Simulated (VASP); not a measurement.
Crystal: MgC2.

```
CELL_PARAMETERS angstrom
3.95078 0.00000 0.00000
0.00000 3.95078 0.00000
0.00000 0.00000 4.98709
ATOMIC_POSITIONS crystal
Mg 0.50000 0.50000 0.00000
Mg 0.00000 0.00000 0.50000
C 0.88765 0.88765 0.00000
C 0.61235 0.38766 0.50000
C 0.11235 0.11235 0.00000
C 0.38766 0.61235 0.50000
```

* Program: VASP 6.6.1
* Task: relaxation of cell and atoms
* Functional: LDA
* Potentials or basis: VASP PAW LDA potentials, release 64 (Mg, C)
* Cutoff: 600 eV
* k mesh: 6 × 6 × 5
* Occupations: gaussian, width 0.02 eV
* Spin: no spin polarisation

At the start: pressure -6.0 GPa; volume 12.97 Å³/atom.

Problem. Where does the relaxation end?

Solution. Over 13 steps the energy falls by 16.2 meV/atom and the volume is 12.03 Å³/atom (-7.2 %); space group P4_2/mnm (No. 136, to 0.1 Å) before and after.

The path:
| step | energy change (eV) | largest force (eV/Å) | pressure (GPa) | volume (Å³) |
| --- | --- | --- | --- | --- |
| 1 | 0.0000 | 0.3791 | -6.00 | 77.84 |
| 2 | 0.2148 | 5.6884 | 8.50 | 72.50 |
| 3 | -0.0349 | 1.0323 | -2.56 | 76.32 |
| 4 | -0.0918 | 0.0261 | -0.54 | 73.27 |
| 5 | -0.0925 | 0.1008 | -0.24 | 72.90 |
| 6 | -0.0937 | 0.1188 | 0.38 | 72.60 |
| 7 | -0.0937 | 0.1583 | 0.48 | 72.55 |
| 8 | -0.0945 | 0.1133 | 0.48 | 72.47 |
| 9 | -0.0959 | 0.0213 | 0.49 | 72.22 |
| 10 | -0.0960 | 0.0874 | 0.49 | 72.10 |
| 11 | -0.0964 | 0.0389 | 0.51 | 72.11 |
| 12 | -0.0969 | 0.0990 | 0.58 | 72.14 |
| 13 | -0.0972 | 0.0233 | 0.35 | 72.21 |

Final structure:
```
CELL_PARAMETERS angstrom
3.87424 0.00000 0.00000
0.00000 3.87424 0.00000
0.00000 0.00000 4.81067
ATOMIC_POSITIONS crystal
Mg 0.50000 0.50000 0.00000
Mg 0.00000 0.00000 0.50000
C 0.88641 0.88641 0.00000
C 0.61359 0.38641 0.50000
C 0.11359 0.11359 0.00000
C 0.38641 0.61359 0.50000
```
